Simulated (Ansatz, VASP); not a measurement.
Ru2Rh in VASP and in Ansatz

```
CELL_PARAMETERS angstrom
2.70289 0.00000 0.00000
-1.35145 2.34077 0.00000
0.00000 0.00000 20.26440
ATOMIC_POSITIONS crystal
Rh 0.00000 0.00000 0.39865
Ru 0.33333 0.66667 0.50000
Ru 0.00000 0.00000 0.60135
```

Alike in both runs: task single point; functional r2SCAN; k mesh 15 × 15 × 1; occupations fermi-dirac, width 0.05 eV; no spin polarisation.

|  | VASP | Ansatz |
| --- | --- | --- |
| version | VASP 6.6.1 | Ansatz 0.2.0 |
| potentials or method | VASP PAW PBE potentials, release 64 (Rh_pv, Ru_pv) | PAW with Ansatz's default frozen-core files, scalar-relativistic |
| plane-wave cutoff (eV) | 520 | 500 |
| valence electrons in the cell | 43 | 49 |

|  | VASP | Ansatz | Ansatz less VASP |
| --- | --- | --- | --- |
| rms of the force components (eV/Å) | 0.363 | 0.359 | -0.0045 |

VASP's potentials were made for PBE, not for r2SCAN. Atom by atom the forces differ by 0.044 eV/Å (rms over components). With one functional, cell and mesh, what is left measures potentials, basis and numerics. VASP's potentials hold 43 valence electrons a cell and Ansatz's 49, so a difference there can come from the potentials and not from the codes.
